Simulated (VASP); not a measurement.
# Ge (I4_1/amd) in VASP: settings compared, part 2 of 2

VASP 6.6.1.

## 3. Single point, RPBE+D3(BJ)

This run uses another cell than the first one, of 15.66 Å³/atom, 0.846 times its volume.

File INCAR:

```
SYSTEM = Ge
PREC = Accurate ; ENCUT = 520
EDIFF = 1E-7 ; ISMEAR = -1
SIGMA = 0.05 ; LREAL = .FALSE.
LASPH = .TRUE. ; NELM = 80
ALGO = Normal ; ISIF = 2
LWAVE = .FALSE. ; LCHARG = .TRUE.
GGA = RP ; IVDW = 12
LELF = .TRUE. ; LVHAR = .TRUE.
NBANDS = 21
```

File KPOINTS:

```
regular mesh
0
G
  11 11 11
  0 0 0
```

File POSCAR:

```
Ge
1.0
   -2.4382557823      2.4382557823      1.3174075077
    2.4382557823     -2.4382557823      1.3174075077
    2.4382557823      2.4382557823     -1.3174075077
Ge
2
Direct
    0.5000000000      0.5000000000      0.0000000000
    0.2500000000      0.7500000000      0.5000000000
```

Potentials or basis: VASP PAW PBE potentials, release 64 (Ge_d).

Run with:

```bash
$ cat potpaw_PBE.64/Ge_d/POTCAR > POTCAR
$ mpirun -np 1 vasp_std > vasp.out
```

OUTCAR:

```text
SYSTEM = Ge
   PREC = Accurate
   ENCUT = 520
   EDIFF = 1E-7
   ISMEAR = -1
   LREAL = .FALSE.
   LASPH = .TRUE.
   NELM = 80
   ISIF = 2
   GGA = RP
   IVDW = 12
 IVDW          = 12

 ion  position               nearest neighbor table
   1  0.500  0.500  0.000-   2 2.53   2 2.53   2 2.53   2 2.53
   2  0.250  0.750  0.500-   1 2.53   1 2.53   1 2.53   1 2.53

  LATTYP: Found a body centered tetragonal cell.
 ALAT       =     4.8765115646
 C/A-ratio  =     0.5403073448

  Lattice vectors:

 A1 = (  -2.4382557823,   2.4382557823,   1.3174075077)
 A2 = (   2.4382557823,  -2.4382557823,   1.3174075077)
 A3 = (   2.4382557823,   2.4382557823,  -1.3174075077)

Analysis of symmetry for initial positions (statically):
=====================================================================
 Subroutine PRICEL returns:
 Original cell was already a primitive cell.

 Routine SETGRP: Setting up the symmetry group for a
 body centered tetragonal supercell.

 Subroutine GETGRP returns: Found 16 space group operations
 (whereof  8 operations were pure point group operations)
 out of a pool of 16 trial point group operations.

The static configuration has the point symmetry D_2d.
 The point group associated with its full space group is D_4h.

Analysis of symmetry for dynamics (positions and initial velocities):
=====================================================================
 Subroutine PRICEL returns:
 Original cell was already a primitive cell.

 Routine SETGRP: Setting up the symmetry group for a
 body centered tetragonal supercell.

 Subroutine GETGRP returns: Found 16 space group operations
 (whereof  8 operations were pure point group operations)
 out of a pool of 16 trial point group operations.

The dynamic configuration has the point symmetry D_2d.
 The point group associated with its full space group is D_4h.

 Subroutine INISYM returns: Found 16 space group operations
 (whereof  8 operations are pure point group operations),
 and found     1 'primitive' translations

----------------------------------------------------------------------------------------

                                     Primitive cell

  volume of cell :      31.3284

  direct lattice vectors                    reciprocal lattice vectors
    -2.438255782  2.438255782  1.317407508     0.000000000  0.205064622  0.379533286
     2.438255782 -2.438255782  1.317407508     0.205064622  0.000000000  0.379533286
     2.438255782  2.438255782 -1.317407508     0.205064622  0.205064622  0.000000000

  length of vectors
     3.691306688  3.691306688  3.691306688     0.431389631  0.431389631  0.290005169

  position of ions in fractional coordinates (direct lattice)
     0.500000000  0.500000000  0.000000000
     0.250000000  0.750000000  0.500000000

  ion indices of the primitive-cell ions
   primitive index   ion index
                 1           1
                 2           2

----------------------------------------------------------------------------------------

 KPOINTS: regular mesh

Automatic generation of k-mesh.
 Grid dimensions read from file:
 generate k-points for:   11   11   11

 Generating k-lattice:

  Cartesian coordinates                     Fractional coordinates (reciprocal lattice)
     0.000000000  0.018642238  0.034503026     0.090909091  0.000000000 -0.000000000
     0.018642238  0.000000000  0.034503026     0.000000000  0.090909091 -0.000000000
     0.018642238  0.018642238  0.000000000     0.000000000  0.000000000  0.090909091

  Length of vectors
     0.039217239  0.039217239  0.026364106

  Shift w.r.t. Gamma in fractional coordinates (k-lattice)
     0.000000000  0.000000000  0.000000000

 Subroutine IBZKPT returns following result:
 ===========================================

 Found    126 irreducible k-points:

 Following reciprocal coordinates:
            Coordinates               Weight
  0.000000  0.000000  0.000000      1.000000
  0.090909 -0.000000  0.000000      8.000000
  0.181818 -0.000000  0.000000      8.000000
  0.272727  0.000000  0.000000      8.000000
  0.363636 -0.000000  0.000000      8.000000
  0.454545  0.000000  0.000000      8.000000
[... 16 lines left out ...]
 -0.272727  0.181818  0.000000     16.000000
 -0.181818  0.181818  0.000000      4.000000
 [... further k-points ...]
   k-points           NKPTS =    126   k-points in BZ     NKDIM =    126   number of bands    NBANDS=     21
   number of dos      NEDOS =    301   number of ions     NIONS =      2
   total plane-waves  NPLWV =  21952
   dimension x,y,z NGX =    28 NGY =   28 NGZ =   28
   dimension x,y,z NGXF=    56 NGYF=   56 NGZF=   56
   ions per type =               2
   NGX,Y,Z   is equivalent  to a cutoff of  12.61, 12.61, 12.61 a.u.
   NGXF,Y,Z  is equivalent  to a cutoff of  25.22, 25.22, 25.22 a.u.
 SYSTEM =  Ge
   PREC   = accura    normal or accurate (medium, high low for compatibility)
   ISTART =      0    job   : 0-new  1-cont  2-samecut
   ICHARG =      2    charge: 1-file 2-atom 10-const
   ISPIN  =      1    spin polarized calculation?
   LNONCOLLINEAR =      F non collinear calculations
   LSORBIT =      F    spin-orbit coupling
   LASPH  =      T    aspherical Exc in radial PAW
   ENCUT  =  520.0 eV  38.22 Ry    6.18 a.u.   6.86  6.86  6.86*2*pi/ulx,y,z
   NELM   =     80;   NELMIN=  2; NELMDL= -5     # of ELM steps
   EDIFF  = 0.1E-06   stopping-criterion for ELM
   LREAL  =      F    real-space projection
   EDIFFG = 0.1E-05   stopping-criterion for IOM
   NSW    =      0    number of steps for IOM
   IBRION =     -1    ionic relax: 0-MD 1-quasi-New 2-CG
   NFREE  =      0    steps in history (QN), initial steepest desc. (CG)
   ISIF   =      2    stress and relaxation
   ISYM   =      2    0-nonsym 1-usesym 2-fastsym
   POTIM  = 0.5000    time-step for ionic-motion
   TEBEG  =    0.0;   TEEND  =   0.0 temperature during run
   PSTRESS=    0.0 pullay stress
   NELECT =      28.0000    total number of electrons
   NUPDOWN=      -1.0000    fix difference up-down
   EMIN   =  10.00;   EMAX   =-10.00  energy-range for DOS
   EFERMI =   0.00;   METHOD = LEGACY
   ISMEAR =    -1;   SIGMA  =   0.05  broadening in eV -4-tet -1-fermi 0-gaus
   EFERMI_NEDOS =   21; number of points for ismear=-14 and -15
   IALGO  =     38    algorithm
   IMIX   =      4    mixing-type and parameters
     AMIX     =   0.40;   BMIX     =  1.00
     AMIX_MAG =   1.60;   BMIX_MAG =  1.00
  volume/ion in A,a.u.               =      15.66       105.71
  Fermi-wavevector in a.u.,A,eV,Ry     =   1.576938  2.979981 33.834064  2.486734
  Thomas-Fermi vector in A             =   2.677696
   LORBIT       =      0    0 simple, 1 ext, 2 COOP (PROOUT), +10 PAW based schemes
   GGA     = RP    functional components
   LHFCALC =     F    Hartree Fock is set to
   AEXX    =    0.0000 exact exchange contribution
   IVDW    =    12    specifies the selected vdW correction
   LEPSILON=     F    determine dielectric tensor
   LRPA    =     F    only Hartree local field effects (RPA)
 non-spin polarized calculation
  energy-cutoff  :      520.00
  volume of cell :       31.33
 maximum number of plane-waves:       861
   NGX = 13   NGY = 13   NGZ = 13

 number of electron      28.0000011 magnetization

 Free energy of the ion-electron system (eV)
  ---------------------------------------------------
  ext. energy  EPLUGINS =         0.00000000
  ---------------------------------------------------
  free energy    TOTEN  =        -7.31093921 eV

  energy without entropy =       -7.30489141  energy(sigma->0) =       -7.30791531

 E-fermi :   9.0188     XC(G=0): -12.0906

 val. band max:        8.9817584753   @ k =  -0.2727   0.2727   0.0000
 cond. band min:       9.0289566079   @ k =   0.2727   0.0000   0.0000
 fundamental gap:      0.0471981326
 Fermi energy:         9.0187866322

 k-point     1 :       0.0000    0.0000    0.0000
  band No.  band energies     occupation
      1     -16.1051      2.00000
      2     -16.0356      2.00000
      3     -16.0001      2.00000
      4     -15.9937      2.00000
      5     -15.8129      2.00000
      6     -15.8129      2.00000
[... 13 lines left out ...]
     20      21.3450      0.00000
     21      22.3545      0.00000
[... 529 lines left out ...]
 k-point    24 :      -0.1818    0.1818    0.0000
  band No.  band energies     occupation
      1     -16.0782      2.00000
      2     -16.0404      2.00000
      3     -16.0069      2.00000
      4     -15.9740      2.00000
      5     -15.8255      2.00000
      6     -15.8013      2.00000
[... 13 lines left out ...]
     20      22.2053      0.00000
     21      22.9164      0.00000

 [... further k-points ...]

------------------------ aborting loop because EDIFF is reached ----------------------------------------

 Edisp (eV)   -4.24822

 E8    (eV) :    -2.7711

  FORCE on cell =-STRESS in cart. coord.  units (eV):
  Direction    XX          YY          ZZ          XY          YZ          ZX
  --------------------------------------------------------------------------------------
  -------------------------------------------------------------------------------------
  Total      -0.00209    -0.00209    -0.00270     0.00000     0.00000     0.00000
  in kB      -0.10689    -0.10689    -0.13794     0.00000     0.00000     0.00000
  external pressure =       -0.12 kB  Pullay stress =        0.00 kB

 VOLUME and BASIS-vectors are now :
 -----------------------------------------------------------------------------
  energy-cutoff  :      520.00
  volume of cell :       31.33
      direct lattice vectors                 reciprocal lattice vectors
    -2.438255782  2.438255782  1.317407508     0.000000000  0.205064622  0.379533286
     2.438255782 -2.438255782  1.317407508     0.205064622  0.000000000  0.379533286
     2.438255782  2.438255782 -1.317407508     0.205064622  0.205064622  0.000000000

 POSITION                                       TOTAL-FORCE (eV/Angst)
 -----------------------------------------------------------------------------------
      0.00000      0.00000      1.31741         0.000000     -0.000000     -0.000000
      2.43826      0.00000      0.65870        -0.000000      0.000000      0.000000
 -----------------------------------------------------------------------------------
    total drift:                                0.000000     -0.000000      0.000000

  FREE ENERGIE OF THE ION-ELECTRON SYSTEM (eV)
  ---------------------------------------------------
  free  energy   TOTEN  =       -11.5591552766 eV

  energy  without entropy=      -11.5531074766  energy(sigma->0) =      -11.55613138
```

OSZICAR:

```text
N       E                     dE             d eps       ncg     rms          rms(c)
DAV:   1     0.170014305660E+03    0.17001E+03   -0.13927E+04  6151   0.404E+03
DAV:   2     0.138784912131E+02   -0.15614E+03   -0.15090E+03  5332   0.582E+02
DAV:   3    -0.684144705838E+01   -0.20720E+02   -0.20530E+02  5962   0.127E+02
DAV:   4    -0.734529287515E+01   -0.50385E+00   -0.50349E+00  6036   0.234E+01
DAV:   5    -0.735165799560E+01   -0.63651E-02   -0.63650E-02  5932   0.275E+00    0.309E+00
DAV:   6    -0.732626711924E+01    0.25391E-01   -0.17556E-02  7205   0.253E+00    0.176E+00
DAV:   7    -0.731111040592E+01    0.15157E-01   -0.16730E-02  7080   0.204E+00    0.137E-01
DAV:   8    -0.731094182652E+01    0.16858E-03   -0.23485E-03  6825   0.943E-01    0.520E-02
DAV:   9    -0.731094208855E+01   -0.26203E-06   -0.11462E-04  7040   0.191E-01    0.189E-02
DAV:  10    -0.731093969327E+01    0.23953E-05   -0.50888E-06  5848   0.221E-02    0.176E-03
DAV:  11    -0.731093923954E+01    0.45373E-06   -0.35305E-07  5829   0.109E-02    0.637E-04
DAV:  12    -0.731093921181E+01    0.27730E-07   -0.29451E-08  3441   0.213E-03
   1 F= -.11559155E+02 E0= -.11556131E+02  d E =-.604780E-02
```

It took 42 s on 1 thread of Intel Xeon Platinum 8559C (Emerald Rapids), shared host; peak memory 0.21 GiB.

What came out:

| Quantity | Value |
| --- | --- |
| Free energy | -11.5592 eV |
| Pressure | 0.0 GPa |
| Band gap on the k mesh | zero (band 14 reaches 11.20 eV, above the bottom of band 15 at 5.27 eV) |
| Dispersion energy per atom | -2.124 eV |

Levels at points of the mesh, in eV from the Fermi level:
```tsv
k point	band 12	band 13	band 14	band 15	band 16	band 17
(0.00, 0.00, 0.00)	-3.56	-2.98	-2.98	2.73	8.70	8.70
```

Caveat: the PAW data sets were made with another functional, which shifts forces and pressure a little; pairwise dispersion overbinds metals, which lowers pressure and volume.

## 4. Single point, PBE

File INCAR:

```
SYSTEM = Ge
PREC = Accurate
ENCUT = 520
EDIFF = 1E-7
ISMEAR = 0
SIGMA = 0.016
LREAL = .FALSE.
LASPH = .TRUE.
NELM = 60
ALGO = Normal
ISIF = 2
LWAVE = .FALSE.
LCHARG = .TRUE.
GGA = PE
LELF = .TRUE.
LVHAR = .TRUE.
NBANDS = 21
```

File KPOINTS:

```
Automatic mesh
0
G
  11 11 11
  0 0 0
```

File POSCAR:

```
Ge
1.0
   -2.5744897190      2.5744897190      1.3974126432
    2.5744897190     -2.5744897190      1.3974126432
    2.5744897190      2.5744897190     -1.3974126432
Ge
2
Direct
    0.5000000000      0.5000000000      0.0000000000
    0.2500000000      0.7500000000      0.5000000000
```

Run with:

```bash
$ cat potpaw_PBE.64/Ge_d/POTCAR > POTCAR
$ mpirun -np 1 vasp_std > vasp.out
```

Wall time 63 s (1 thread of Intel Xeon Platinum 8559C (Emerald Rapids), shared host); peak memory 0.21 GiB.

It converged, with:

| Item | Value |
| --- | --- |
| Free energy | -8.5598 eV |
| Pressure | 3.3 GPa |
| Band gap on the k mesh | zero (band 14 reaches 8.53 eV, above the bottom of band 15 at 3.83 eV) |

Stress tensor (GPa, compression positive):
```
3.09 0.00 0.00
0.00 3.09 0.00
0.00 0.00 3.60
```

Levels at points of the mesh, in eV from the Fermi level:
```
           k point  band 10  band 11  band 12  band 13  band 14  band 15  band 16  band 17  band 18  band 19
(0.00, 0.00, 0.00)   -24.49   -13.36    -4.11    -2.39    -2.39     3.24     7.55     7.55     8.11     8.32
```

## 5. Single point, PBE

File INCAR:

```
SYSTEM = Ge
  PREC = Accurate
  ENCUT = 520
  EDIFF = 1E-7
  ISMEAR = 0
  SIGMA = 0.015
  LREAL = .FALSE.
  LASPH = .TRUE.
  NELM = 60
  ALGO = Normal
  ISIF = 2
  LWAVE = .FALSE.
  LCHARG = .FALSE.
  GGA = PE
  NBANDS = 21
```

File KPOINTS:

```
regular mesh
0
G
  11 11 11
  0 0 0
```

POSCAR is that of step 4.

Run with:

```bash
$ cat potpaw_PBE.64/Ge_d/POTCAR > POTCAR
$ mpirun -np 1 vasp_std > vasp.out
```

It took 57 s on 1 thread of Intel Xeon Platinum 8559C (Emerald Rapids), shared host; peak memory 0.21 GiB.

It converged, with:

```
Free energy            : -8.5598 eV
Pressure               : 3.3 GPa
Band gap on the k mesh : zero (band 14 reaches 8.53 eV, above the bottom of band 15 at 3.83 eV)
```

Stress tensor (GPa, compression positive):
```
3.09 0.00 0.00
0.00 3.09 0.00
0.00 0.00 3.61
```

Levels at points of the mesh, in eV from the Fermi level:
```
           k point  band 10  band 11  band 12  band 13  band 14  band 15  band 16  band 17  band 18  band 19
(0.00, 0.00, 0.00)   -24.49   -13.36    -4.11    -2.39    -2.39     3.24     7.55     7.55     8.11     8.32
```

## 6. Single point, PBE

File INCAR:

```
SYSTEM = Ge
PREC     = Accurate       ! precision mode
ENCUT    = 520            ! plane-wave cutoff, eV
EDIFF    = 1E-6           ! SCF threshold, eV
ISMEAR   = -1             ! smearing method
SIGMA    = 0.05           ! smearing width, eV
LREAL    = .False.        ! projectors in reciprocal space
LASPH    = .True.         ! aspherical terms in the spheres
NELM     = 80             ! most SCF steps
ALGO     = Normal         ! electronic algorithm
ISIF     = 2              ! what is computed and relaxed
LWAVE    = .False.        ! write WAVECAR
LCHARG   = .False.        ! write CHGCAR
GGA      = PE             ! functional
NBANDS   = 21             ! bands
```

File KPOINTS:

```
regular mesh
0
Gamma
  11 11 11
  0 0 0
```

POSCAR is that of step 5.

Potentials or basis: VASP PAW PBE potentials, release 64 (Ge_d).

Run with:

```bash
$ cat potpaw_PBE.64/Ge_d/POTCAR > POTCAR
$ mpirun -np 1 vasp_std > vasp.out
```

Run time: 50 s. Hardware: 1 thread of Intel Xeon Platinum 8559C (Emerald Rapids), shared host; peak memory 0.21 GiB.

It converged, with:

```
Free energy            : -8.5648 eV
Pressure               : 3.1 GPa
Band gap on the k mesh : zero (band 14 reaches 8.53 eV, above the bottom of band 15 at 3.83 eV)
```

Stress tensor (GPa, compression positive):
```
3.15 0.00 0.00
0.00 3.15 0.00
0.00 0.00 2.97
```

Levels at points of the mesh, in eV from the Fermi level:
```tsv
k point	band 11	band 12	band 13	band 14	band 15	band 16	band 17	band 18
(0.00, 0.00, 0.00)	-13.33	-4.09	-2.37	-2.37	3.26	7.58	7.58	8.13
```

## 7. The runs side by side

```tsv
level	cell	k mesh	smearing	gap on the mesh (eV)	pressure (GPa)
PBE	a = 3.900 Å, angles 97.4, 97.4, 138.0°, 2 atoms	4 × 4 × 4	fermi-dirac 0.02 eV	none	3.0
RPBE+D3(BJ)	a = 3.691 Å, angles 97.3, 97.3, 138.2°, 2 atoms	11 × 11 × 11	fermi-dirac 0.05 eV	none	0.0
PBE	a = 3.900 Å, angles 97.4, 97.4, 138.0°, 2 atoms	11 × 11 × 11	gaussian 0.016 eV	none	3.3
PBE	a = 3.900 Å, angles 97.4, 97.4, 138.0°, 2 atoms	11 × 11 × 11	gaussian 0.015 eV	none	3.3
PBE	a = 3.900 Å, angles 97.4, 97.4, 138.0°, 2 atoms	11 × 11 × 11	fermi-dirac 0.05 eV	none	3.1
```

Alike in all rows: task single point; potentials or basis VASP PAW PBE potentials, release 64 (Ge_d); no spin polarisation; cutoff (eV) 520.

Caveats: some runs use coarse meshes; the PAW data sets were made with another functional, which shifts forces and pressure a little (some runs); pairwise dispersion overbinds metals, which lowers pressure and volume (some runs).

Total energies depend on the potentials used, so only differences within one code and one set of settings carry meaning.
